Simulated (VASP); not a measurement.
Set up this calculation in VASP 6.6.1, as the native input.

```
Task                   : single point
Functional             : r2SCAN
Potentials or basis    : VASP PAW PBE potentials, release 64 (C)
Cutoff                 : 520 eV
k mesh                 : 12 × 12 × 4
Occupations            : gaussian, width 0.05 eV
Spin                   : no spin polarisation
Dipole correction      : no
Further INCAR settings : ALGO = Normal; EDIFF = 1e-06; NBANDS = 26
```

The system is C.

```
CELL_PARAMETERS angstrom
2.50984 0.00000 0.00000
-1.25492 2.17358 0.00000
0.00000 0.00000 8.28032
ATOMIC_POSITIONS crystal
C 0.98040 0.93714 0.09039
C 0.96911 0.04425 0.58708
C 0.01252 0.01761 0.41127
C 0.05759 0.00560 0.91263
C 0.32202 0.67659 0.16926
C 0.65542 0.33842 0.64485
C 0.30516 0.63340 0.34423
C 0.69778 0.34699 0.84029
```

This cell differs from its parent crystal: atoms moved at random.

These files were run (other wordings do the same):

POSCAR

```
C
1.0
    2.5098396852      0.0000000000      0.0000000000
   -1.2549198426      2.1735849268      0.0000000000
    0.0000000000      0.0000000000      8.2803246248
C
8
Direct
   -0.0195994883     -0.0628567017      0.0903934187
   -0.0308897836      0.0442473481      0.5870825235
    0.0125170633      0.0176118747      0.4112698347
    0.0575913727      0.0056012487      0.9126265830
    0.3220249662      0.6765884464      0.1692608701
    0.6554214518      0.3384234606      0.6448483301
    0.3051592485      0.6333978886      0.3442301133
    0.6977751694      0.3469864347      0.8402883266
```

INCAR.step1

```
SYSTEM = C
PREC = Accurate
ENCUT = 520
ISMEAR = 0
SIGMA = 0.05
LREAL = .False.
LASPH = .True.
NELM = 80
NBANDS = 26
GGA = PE
ALGO = Normal
EDIFF = 1E-4
LWAVE = .True.
LCHARG = .False.
```

INCAR.step2

```
SYSTEM = C
PREC = Accurate
ENCUT = 520
EDIFF = 1E-6
ISMEAR = 0
SIGMA = 0.05
LREAL = .False.
LASPH = .True.
NELM = 80
ALGO = Normal
ISIF = 2
LWAVE = .False.
LCHARG = .False.
METAGGA = R2SCAN
LMIXTAU = .True.
NBANDS = 26
ISTART = 1
```

KPOINTS

```
Automatic mesh
0
Gamma
  12 12 4
  0 0 0
```

Potentials or basis: VASP PAW PBE potentials, release 64 (C).

Run with:

```sh
$ cat potpaw_PBE.64/C/POTCAR > POTCAR
$ cp INCAR.step1 INCAR
$ mpirun -np 1 vasp_std > vasp.out
$ cp INCAR.step2 INCAR
$ mpirun -np 1 vasp_std > vasp.out
```

Results of the run:

| Quantity | Value |
| --- | --- |
| Pressure | 9.5 GPa |
| Largest force | 6.698 eV/Å |
| Band gap on the k mesh | 1.97 eV (least direct gap 2.06 eV) |

Caveat: the cell differs from its parent crystal (atoms moved at random); the cell stands under pressure; the PAW data sets were made with another functional, which shifts forces and pressure a little.

Wall time 20 min on 1 thread of AMD EPYC 7R43 64-Core Processor (Zen 3), with other jobs on the host, peak memory 0.29 GiB.
